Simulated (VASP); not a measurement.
The system is Hg3Pt.

```
Hg Pt
1.0
     4.34422    0.00000    0.00000
     0.00000    4.34422    0.00000
     0.00000    0.00000    4.34422
Hg Pt
3 1
Direct
  0.00000 0.50000 0.50000
  0.50000 0.00000 0.50000
  0.50000 0.50000 0.00000
  0.00000 0.00000 0.00000
```

Base run:

```yaml
Program: VASP 6.6.1
Functional: PBE
Potentials_or_basis: VASP PAW PBE potentials, release 64 (Hg, Pt)
Cutoff: 500 eV
k_mesh: 5 × 5 × 5
Occupations: fermi-dirac, width 0.15 eV
Spin: no spin polarisation
```

Its results: band gap on the k mesh zero (band 23 reaches 5.73 eV, above the bottom of band 24 at 3.74 eV); pressure -0.3 GPa.

The run is repeated on the same cell with these changes: functional from PBE to BLYP. What comes out?

Band gap on the k mesh zero (band 23 reaches 6.26 eV, above the bottom of band 24 at 4.35 eV); pressure 8.4 GPa.

BLYP binds less tightly than PBE, so the same cell stands under more pressure.

Caveats: spin-orbit coupling is left out, which moves the levels of the heavy elements; the PAW data sets were made with another functional, which shifts forces and pressure a little (some runs).
